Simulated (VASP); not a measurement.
Runs of VASP 6.6.1 on Ti. The structure is that of space group Fm-3m (No. 225), or close to it. The cells are those of the table. 

```tsv
spin	cell	k mesh	gap on the mesh (eV)	pressure (GPa)	moment (μB)
non-collinear, zero start, SOC	a = 2.908 Å, angles 60.0°, 1 atom	18 × 18 × 18	-	-0.4	0.00
non-collinear, zero start, SOC	a = 2.912 Å, angles 60.0°, 1 atom	18 × 18 × 18	-	(a)	0.00
off	a = 2.912 Å, angles 60.0°, 1 atom	8 × 8 × 8	none	-0.8	-
off	a = 2.923 Å, angles 60.0°, 1 atom	8 × 8 × 8	none	-1.8	-
```

Alike in all rows: task single point; level PBE; potentials or basis VASP PAW PBE potentials, release 64 (Ti_sv); cutoff (eV) 520; smearing gaussian 0.05 eV.

Estimate the missing entries.

(a) -0.7.

A gap of «none» marks levels without a gap at the run's occupations.
